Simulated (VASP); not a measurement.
Input of a VASP 6.6.1 run:

Contents of INCAR:

```
PREC     = Accurate       # precision mode
ENCUT    = 400            # plane-wave cutoff, eV
EDIFF    = 1E-6           # SCF threshold, eV
ISMEAR   = 1              # smearing method
SIGMA    = 0.1            # smearing width, eV
LREAL    = F              # projectors in reciprocal space
LASPH    = T              # aspherical terms in the spheres
NELM     = 120            # most SCF steps
ALGO     = Normal         # electronic algorithm
ISIF     = 2              # what is computed and relaxed
LWAVE    = F              # write WAVECAR
LCHARG   = F              # write CHGCAR
LDIPOL   = T            
IDIPOL   = 3            
DIPOL    = 0.5 0.5 0.634
GGA      = PE             # functional
NBANDS   = 51             # bands
GGA_COMPAT= F            
NELMDL   = -8
```

KPOINTS

```
Automatic mesh
0
Gamma
  12 12 1
```

File POSCAR:

```
W
1.0
    2.8674682476     -0.0000000080      0.0000000000
   -0.9558227568      2.7034749876      0.0000000000
    0.0000000000      0.0000000000     32.9860907007
W
6
Direct
    0.5000000000      0.5000000000      0.4695848583
    0.0000000000      0.0000000000      0.5348850990
    0.5000000000      0.5000000000      0.6006194293
    0.0000000000      0.0000000000      0.6667678783
    0.5000000000      0.5000000000      0.7331732180
    0.0000000000      0.0000000000      0.7960082587
```

Potentials or basis: VASP PAW PBE potentials, release 64 (W_sv).

Launch:

```bash
$ cat potpaw_PBE.64/W_sv/POTCAR > POTCAR
$ mpirun -np 1 vasp_std > vasp.out
```

Q: What does it give for the largest force?

A: 0.760 eV/Å.

Q: Estimate the band gap on the k mesh.

A: Zero (bands 42 and 43 overlap by 1.75 eV).

Forces on the atoms (eV/Å):
```
W    0.000  0.000  0.611
W    0.000  0.000 -0.760
W    0.000  0.000  0.103
W    0.000  0.000  0.002
W    0.000  0.000  0.019
W    0.000  0.000  0.025
```

Caveat: spin-orbit coupling is left out, which moves the levels of the heavy elements.
